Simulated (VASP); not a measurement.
# CuO in VASP: further runs

CuO is run at these levels: r2SCAN, r2SCAN+U, PBE+D3(BJ); tasks: single point.

All numbers are computed with VASP 6.6.1; they aren't measurements. Logs are shortened: lines on timing, memory, paths and dates and some standing lists are left out, and cuts for length are marked.

### 1 The cell of the first run

The typed cell holds 4 atoms: a = 2.894 Å, b = 2.894 Å, c = 5.124 Å, α = 90.01°, β = 90.01°, γ = 89.84°.

### 2 Single point, r2SCAN

The input, POSCAR:

```
CuO
1.0
    2.0434528941     -2.0438023433      0.1590313385
    2.0434528941      2.0438023433      0.1590313385
   -0.3982455178      0.0000000000      5.1082620260
Cu O
2 2
Direct
    0.5000000000      0.0000000000      0.5000000000
    0.0000000000      0.5000000000      0.0000000000
    0.5000127275      0.4999872725      0.7500000000
    0.4999872725      0.5000127275      0.2500000000
```

The input, INCAR.step1:

```
ALGO     = Normal         # electronic algorithm
EDIFF    = 1E-4           # SCF threshold, eV
ENCUT    = 520            # plane-wave cutoff, eV
GGA      = PE             # functional
ISMEAR   = -1             # smearing method
LASPH    = T              # aspherical terms in the spheres
LCHARG   = F              # write CHGCAR
LREAL    = F              # projectors in reciprocal space
LWAVE    = T              # write WAVECAR
NBANDS   = 25             # bands
NELM     = 80             # most SCF steps
PREC     = Accurate       # precision mode
SIGMA    = 0.05           # smearing width, eV
```

The input, INCAR.step2:

```
ALGO     = Normal         # electronic algorithm
EDIFF    = 1E-6           # SCF threshold, eV
ENCUT    = 520            # plane-wave cutoff, eV
ISIF     = 2              # what is computed and relaxed
ISMEAR   = -1             # smearing method
ISTART   = 1            
LASPH    = T              # aspherical terms in the spheres
LCHARG   = F              # write CHGCAR
LMIXTAU  = T            
LREAL    = F              # projectors in reciprocal space
LWAVE    = F              # write WAVECAR
METAGGA  = R2SCAN         # meta-GGA
NBANDS   = 25             # bands
NELM     = 80             # most SCF steps
PREC     = Accurate       # precision mode
SIGMA    = 0.05           # smearing width, eV
```

The input, KPOINTS:

```
k-points
0
Gamma
  10 10 5
```

Potentials or basis: VASP PAW PBE potentials, release 64 (Cu, O).

Launch:

```bash
$ cat potpaw_PBE.64/Cu/POTCAR potpaw_PBE.64/O/POTCAR > POTCAR
$ cp INCAR.step1 INCAR
$ mpirun -np 1 vasp_std > vasp.out
$ cp INCAR.step2 INCAR
$ mpirun -np 1 vasp_std > vasp.out
```

OUTCAR:

```text
EDIFF = 1E-6
   ENCUT = 520
   ISIF = 2
   ISMEAR = -1
   ISTART = 1
   LASPH = T
   LREAL = F
   METAGGA = R2SCAN
   NELM = 80
   PREC = Accurate

 ion  position               nearest neighbor table
   1  0.500  0.000  0.500-   3 1.93   4 1.93   4 1.93   3 1.93
   2  0.000  0.500  0.000-   3 1.93   4 1.93   3 1.93   4 1.93
   3  0.500  0.500  0.750-   1 1.93   2 1.93   1 1.93   2 1.93
   4  0.500  0.500  0.250-   1 1.93   2 1.93   2 1.93   1 1.93

  LATTYP: Found a base centered monoclinic cell.
 ALAT       =     4.0992636885
 B/A-ratio  =     0.9971558302
 C/A-ratio  =     1.2499226007
 COS(beta)  =    -0.0001354249

  Lattice vectors:

 A1 = (   2.0434528941,  -2.0438023433,   0.1590313385)
 A2 = (   2.0434528941,   2.0438023433,   0.1590313385)
 A3 = (  -0.3982455178,   0.0000000000,   5.1082620260)

Analysis of symmetry for initial positions (statically):
=====================================================================
 Subroutine PRICEL returns:
 Original cell was already a primitive cell.

 Routine SETGRP: Setting up the symmetry group for a
 base centered monoclinic supercell.

 Subroutine GETGRP returns: Found  4 space group operations
 (whereof  2 operations were pure point group operations)
 out of a pool of  4 trial point group operations.

The static configuration has the point symmetry S_2 .
 The point group associated with its full space group is C_2h.

Analysis of symmetry for dynamics (positions and initial velocities):
=====================================================================
 Subroutine PRICEL returns:
 Original cell was already a primitive cell.

 Routine SETGRP: Setting up the symmetry group for a
 base centered monoclinic supercell.

 Subroutine GETGRP returns: Found  4 space group operations
 (whereof  2 operations were pure point group operations)
 out of a pool of  4 trial point group operations.

The dynamic configuration has the point symmetry S_2 .
 The point group associated with its full space group is C_2h.

 Subroutine INISYM returns: Found  4 space group operations
 (whereof  2 operations are pure point group operations),
 and found     1 'primitive' translations

----------------------------------------------------------------------------------------

                                     Primitive cell
[... 92 lines left out ...]
   LASPH  =      T    aspherical Exc in radial PAW
   ENCUT  =  520.0 eV  38.22 Ry    6.18 a.u.   5.38  5.38  9.53*2*pi/ulx,y,z
   NELM   =     80;   NELMIN=  2; NELMDL=  0     # of ELM steps
   EDIFF  = 0.1E-05   stopping-criterion for ELM
   LREAL  =      F    real-space projection
   EDIFFG = 0.1E-04   stopping-criterion for IOM
   NSW    =      0    number of steps for IOM
   IBRION =     -1    ionic relax: 0-MD 1-quasi-New 2-CG
   NFREE  =      0    steps in history (QN), initial steepest desc. (CG)
   ISIF   =      2    stress and relaxation
   ISYM   =      2    0-nonsym 1-usesym 2-fastsym
   POTIM  = 0.5000    time-step for ionic-motion
   TEBEG  =    0.0;   TEEND  =   0.0 temperature during run
   PSTRESS=    0.0 pullay stress
   NELECT =      34.0000    total number of electrons
   NUPDOWN=      -1.0000    fix difference up-down
   EMIN   =  10.00;   EMAX   =-10.00  energy-range for DOS
   EFERMI =   0.00;   METHOD = LEGACY
   ISMEAR =    -1;   SIGMA  =   0.05  broadening in eV -4-tet -1-fermi 0-gaus
   EFERMI_NEDOS =   21; number of points for ismear=-14 and -15
   IALGO  =     38    algorithm
   IMIX   =      4    mixing-type and parameters
     AMIX     =   0.40;   BMIX     =  1.00
     AMIX_MAG =   1.60;   BMIX_MAG =  1.00
  volume/ion in A,a.u.               =      10.73        72.42
  Fermi-wavevector in a.u.,A,eV,Ry     =   1.514688  2.862346 31.215577  2.294280
  Thomas-Fermi vector in A             =   2.624312
   LORBIT       =      0    0 simple, 1 ext, 2 COOP (PROOUT), +10 PAW based schemes
   METAGGA = R2SCAN    functional components
   LHFCALC =     F    Hartree Fock is set to
   AEXX    =    0.0000 exact exchange contribution
   IVDW    =     0    specifies the selected vdW correction
   LEPSILON=     F    determine dielectric tensor
   LRPA    =     F    only Hartree local field effects (RPA)
 non-spin polarized calculation
  energy-cutoff  :      520.00
  volume of cell :       42.93
 maximum number of plane-waves:      1175
 NGX is ok and might be reduce to    24
   NGX = 11   NGY = 11   NGZ = 19

 number of electron      33.9999971 magnetization

 Free energy of the ion-electron system (eV)
  ---------------------------------------------------
  ext. energy  EPLUGINS =         0.00000000
  ---------------------------------------------------
  free energy    TOTEN  =       -36.47811579 eV

  energy without entropy =      -36.45728057  energy(sigma->0) =      -36.46769818

 E-fermi :   5.0971     XC(G=0): -12.1963

 val. band max:        5.0887619804   @ k =   0.5000   0.5000   0.4000
 cond. band min:       5.1021758578   @ k =  -0.3000   0.5000   0.4000
 fundamental gap:      0.0134138774
 Fermi energy:         5.0971150557

 k-point     1 :       0.0000    0.0000    0.0000
  band No.  band energies     occupation
      1     -16.1163      2.00000
      2     -14.7942      2.00000
      3      -3.5377      2.00000
      4      -0.7319      2.00000
      5      -0.7261      2.00000
      6       1.0655      2.00000
[... 661 lines left out ...]
     24      17.9501      0.00000
     25      19.4759      0.00000

 [... further k-points ...]

------------------------ aborting loop because EDIFF is reached ----------------------------------------

  FORCE on cell =-STRESS in cart. coord.  units (eV):
  Direction    XX          YY          ZZ          XY          YZ          ZX
  --------------------------------------------------------------------------------------
  -------------------------------------------------------------------------------------
  Total        0.2365608      0.2416679      0.3428137      0.0000000      0.0000000     -0.0050846
  in kB        8.8291660      9.0197782     12.7948449      0.0000000      0.0000000     -0.1897713
  external PRESSURE =      10.2145964 kB  Pullay stress =       0.0000000 kB

 VOLUME and BASIS-vectors are now :
 -----------------------------------------------------------------------------
  energy-cutoff  :      520.00
  volume of cell :       42.93
      direct lattice vectors                 reciprocal lattice vectors
     2.043452894 -2.043802343  0.159031339     0.243208270 -0.244642052  0.018960774
     2.043452894  2.043802343  0.159031339     0.243208270  0.244642052  0.018960774
    -0.398245518  0.000000000  5.108262026    -0.015143208  0.000000000  0.194580717

 POSITION                                       TOTAL-FORCE (eV/Angst)
 -----------------------------------------------------------------------------------
      0.82260     -1.02190      2.63365         0.000000     -0.000000      0.000000
      1.02173      1.02190      0.07952         0.000000      0.000000      0.000000
      1.74477     -0.00005      3.99023        -0.000000      0.001228      0.000000
      1.94389      0.00005      1.43610         0.000000     -0.001228     -0.000000
 -----------------------------------------------------------------------------------
    total drift:                                0.000000      0.000000     -0.000000

  FREE ENERGIE OF THE ION-ELECTRON SYSTEM (eV)
  ---------------------------------------------------
  free  energy   TOTEN  =       -36.4781157892 eV

  energy  without entropy=      -36.4572805716  energy(sigma->0) =      -36.46769818
```

OUTCAR.step1:

```text
EDIFF = 1E-4
   ENCUT = 520
   GGA = PE
   ISMEAR = -1
   LASPH = T
[... 904 lines left out ...]
      0.82260     -1.02190      2.63365        -0.000000     -0.000000      0.000000
      1.02173      1.02190      0.07952        -0.000000      0.000000      0.000000
      1.74477     -0.00005      3.99023         0.000000      0.001252     -0.000000
      1.94389      0.00005      1.43610         0.000000     -0.001252      0.000000
 -----------------------------------------------------------------------------------
    total drift:                                0.000000      0.000000     -0.000000

  FREE ENERGIE OF THE ION-ELECTRON SYSTEM (eV)
  ---------------------------------------------------
  free  energy   TOTEN  =       -19.6919492287 eV

  energy  without entropy=      -19.6710399013  energy(sigma->0) =      -19.68149456
```

Run time: 9.2 min. Hardware: 1 thread of Intel Xeon 8259CL, shared host; peak memory 0.26 GiB.

Results:

| Item | Value |
| --- | --- |
| Free energy | -36.4781 eV |
| Pressure | 1.0 GPa |
| Band gap on the k mesh | zero (bands 17 and 18 overlap by 0.95 eV) |

Stress tensor (GPa, compression positive):
```
 0.88  0.00 -0.02
 0.00  0.90  0.00
-0.02  0.00  1.28
```

Caveat: the PAW data sets were made with another functional, which shifts forces and pressure a little; semilocal functionals often make such compounds metallic where correlation or magnetic order opens a gap, which also shifts bond lengths. With open d or f shells a metallic result of r2SCAN can be an artefact of self-interaction; +U or a hybrid may open a gap.

### 3 Single point, r2SCAN+U

This run uses another cell than the first one, of 10.76 Å³/atom.

The input, POSCAR:

```
CuO
1.0
    2.0462008530     -2.0440043968      0.1588831489
    2.0462008530      2.0440043968      0.1588831489
   -0.3995630078      0.0000000000      5.1129691498
Cu O
2 2
Direct
    0.5000000000      0.0000000000      0.5000000000
    0.0000000000      0.5000000000      0.0000000000
    0.4998687083      0.5001312917      0.7500000000
    0.5001312917      0.4998687083      0.2500000000
```

The input, INCAR.step1:

```
PREC = Accurate
ENCUT = 520
ISMEAR = -1
SIGMA = 0.05
LREAL = F
LASPH = T
NELM = 150
LMAXMIX = 4
LDAU = T
LDAUTYPE = 2
LDAUL = 2 -1
LDAUU = 1 0
LDAUJ = 0 0
NBANDS = 25
GGA = PE
ALGO = Normal
EDIFF = 1E-4
LWAVE = T
LCHARG = F
```

The input, INCAR.step2:

```
PREC = Accurate
ENCUT = 520
EDIFF = 1E-7
ISMEAR = -1
SIGMA = 0.05
LREAL = F
LASPH = T
NELM = 150
ALGO = Normal
ISIF = 2
LWAVE = F
LCHARG = F
LMAXMIX = 4
LDAU = T
LDAUTYPE = 2
LDAUL = 2 -1
LDAUU = 1 0
LDAUJ = 0 0
LDAUPRINT = 1
METAGGA = R2SCAN
LMIXTAU = T
NBANDS = 25
ISTART = 1
```

The input, KPOINTS:

```
Automatic mesh
0
Gamma
  10 10 5
```

Potentials or basis: VASP PAW PBE potentials, release 64 (Cu, O).

Launch:

```bash
$ cat potpaw_PBE.64/Cu/POTCAR potpaw_PBE.64/O/POTCAR > POTCAR
$ cp INCAR.step1 INCAR
$ mpirun -np 1 vasp_std > vasp.out
$ cp INCAR.step2 INCAR
$ mpirun -np 1 vasp_std > vasp.out
```

Run time: 9.8 min. Hardware: 1 thread of Intel Xeon 8259CL, shared host; peak memory 0.26 GiB.

The run converged. Its results:

```yaml
Free_energy: -35.7712 eV
Pressure: -0.1 GPa
Band_gap_on_the_k_mesh: zero (bands 17 and 18 overlap by 0.96 eV)
```

Stress tensor (GPa, compression positive):
```
-0.11  0.00  0.00
 0.00 -0.09  0.00
 0.00  0.00  0.01
```

Levels at points of the mesh, in eV from the Fermi level:
```
           k point  band 13  band 14  band 15  band 16  band 17  band 18  band 19  band 20  band 21  band 22
(0.00, 0.00, 0.00)    -2.84    -2.77    -2.76    -2.38     0.70     0.71     1.81     6.70     7.91    14.07
(0.50, 0.00, 0.00)    -2.80    -2.29    -1.92    -1.80     0.26     0.51     4.05     6.47     7.24    11.76
(0.50, 0.50, 0.00)    -2.86    -2.85    -1.63    -1.51    -1.50     1.25     2.47     7.67    10.58    10.66
```

Eigenvalues of the final occupation matrices:
```csv
site,spin,trace,eigenvalues
site 1 d,1,4.59,0.78 0.93 0.96 0.96 0.97
site 1 d,2,4.59,0.78 0.93 0.96 0.96 0.97
site 2 d,1,4.59,0.78 0.93 0.96 0.96 0.97
site 2 d,2,4.59,0.78 0.93 0.96 0.96 0.97
```

Caveat: the PAW data sets were made with another functional, which shifts forces and pressure a little; U without spin polarisation on a metal has little footing.

### 4 Single point, PBE+D3(BJ)

This run uses another cell than the first one, of 10.90 Å³/atom.

The input, INCAR:

```
PREC = Accurate ; ENCUT = 520
EDIFF = 1E-7 ; ISMEAR = -1
SIGMA = 0.05 ; LREAL = False
LASPH = True ; NELM = 80
ALGO = Normal ; ISIF = 2
LWAVE = False ; LCHARG = False
GGA = PE ; IVDW = 12
NBANDS = 25
```

KPOINTS is that of step 3.

The input, POSCAR:

```
CuO
1.0
    2.0589314849     -2.0527029181      0.1604159381
    2.0589314849      2.0527029181      0.1604159381
   -0.4008733985      0.0000000000      5.1258110265
Cu O
2 2
Direct
    0.5000000000      0.0000000000      0.5000000000
    0.0000000000      0.5000000000      0.0000000000
    0.4999438691      0.5000561309      0.7500000000
    0.5000561309      0.4999438691      0.2500000000
```

Launch:

```bash
$ cat potpaw_PBE.64/Cu/POTCAR potpaw_PBE.64/O/POTCAR > POTCAR
$ mpirun -np 1 vasp_std > vasp.out
```

It took 55 s on 1 thread of Intel Xeon 6975P-C (Granite Rapids), shared host; peak memory 0.27 GiB.

Results (log left out):

```
Free energy                : -20.7704 eV
Pressure                   : 0.7 GPa
Band gap on the k mesh     : zero (bands 17 and 18 overlap by 0.93 eV)
Dispersion energy per atom : -0.263 eV
```

Stress tensor (GPa, compression positive):
```
 0.56  0.00 -0.03
 0.00  0.61  0.00
-0.03  0.00  1.03
```

Levels at points of the mesh, in eV from the Fermi level:
```csv
k point,band 14,band 15,band 16,band 17,band 18,band 19,band 20,band 21
"(0.00, 0.00, 0.00)",-2.41,-2.32,-1.96,0.69,0.70,1.48,6.16,7.37
"(0.50, 0.00, 0.00)",-1.92,-1.59,-1.51,0.24,0.48,3.67,5.96,6.58
"(0.50, 0.50, 0.00)",-2.37,-1.60,-1.20,-1.20,1.17,2.13,7.20,9.91
```

Caveat: semilocal functionals often make such compounds metallic where correlation or magnetic order opens a gap, which also shifts bond lengths.

### 5 Summary

```csv
level,U,cell,gap on the mesh (eV),pressure (GPa)
r2SCAN,-,"a = 2.894, b = 2.894, c = 5.124 Å, angles 90.0, 90.0, 89.8°, 4 atoms",none,1.0
r2SCAN+U,Cu d U = 1.0 eV,"a = 2.897, b = 2.897, c = 5.129 Å, angles 90.0, 90.0, 89.8°, 4 atoms",none,-0.1
PBE+D3(BJ),-,"a = 2.912, b = 2.912, c = 5.141 Å, angles 90.0, 90.0, 89.7°, 4 atoms",none,0.7
```

Alike in all rows: task single point; potentials or basis VASP PAW PBE potentials, release 64 (Cu, O); no spin polarisation; k mesh 10 × 10 × 5; cutoff (eV) 520; smearing fermi-dirac 0.05 eV.

Caveats: the PAW data sets were made with another functional, which shifts forces and pressure a little (at least some runs); semilocal functionals often make such compounds metallic where correlation or magnetic order opens a gap, which also shifts bond lengths (at least some runs); U without spin polarisation on a metal has little footing (at least some runs).

Total energies depend on the potentials used, so only differences within one code and one set of settings carry meaning.

The gap in the log of VASP goes by the Fermi energy; the results here count the filled bands.